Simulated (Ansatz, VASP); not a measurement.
# One calculation of Ni, two programs

The input INCAR:

```
SYSTEM = Ni
PREC = Accurate
ENCUT = 520
EDIFF = 1E-6
ISMEAR = -1
SIGMA = 0.05
LREAL = .FALSE.
LASPH = .TRUE.
NELM = 150
ALGO = Normal
ISIF = 2
LWAVE = .FALSE.
LCHARG = .TRUE.
ISPIN = 2
MAGMOM = 1
LORBIT = 11
LMAXMIX = 4
LDIPOL = .TRUE.
IDIPOL = 3
DIPOL = 0.5 0.5 0.500
GGA = PE
LELF = .TRUE.
LVHAR = .TRUE.
LVACPOTAV = .TRUE.
NBANDS = 15
```

Contents of KPOINTS:

```
regular mesh
0
G
  15 10 1
  0 0 0
```

Contents of POSCAR:

```
Ni
1.0
    2.4880369258      0.0000000000      0.0000000000
    0.0000000000      3.5186155641      0.0000000000
    0.0000000000      0.0000000000     16.0000000000
Ni
1
Direct
    0.0000000000      0.0000000000      0.5000000000
```

Input for Ansatz:

```yaml
crystal:
  lattice:
    - [2.4880369258, 0.0, 0.0]
    - [0.0, 3.5186155641, 0.0]
    - [0.0, 0.0, 16.0]
  atoms:
    - { symbol: Ni, position: [0.0, 0.0, 0.5], spin: 1.0 }
magnetization:
  spin_polarized: true
kpoints:
  mp_grid: { grid: [15, 10, 1] }
scf:
  occupations: { method: fermi_dirac, width: 0.05 }
hamiltonian:
  xc: pbe
  pseudopotentials: { kind: all_electron, datasets: crystal }
output:
  forces: true
  stress: true
  eigenvalues: true
efield:
  axis: 3
  amplitude: 0
  dipole_correction: true
```

Alike in both runs: task single point; functional PBE; k mesh 15 × 10 × 1; occupations fermi-dirac, width 0.05 eV; collinear spin.

|  | VASP | Ansatz |
| --- | --- | --- |
| version | VASP 6.6.1 | Ansatz 0.2.0 |
| potentials or method | VASP PAW PBE potentials, release 64 (Ni), cutoff 520 eV | all-electron PAW with datasets made for the slab, scalar-relativistic |

Ansatz gave:

* net moment per atom (μB): 1.12
* size of the moment on the site where the two differ most (μB): 1.11

Q: Which values does VASP return?

A: net moment per atom (μB): 1.10; size of the moment on the site where the two differ most (μB): 1.09.

Site moments also hang on the region over which each program counts them. Ansatz ran all-electron here, and VASP with PAW potentials.
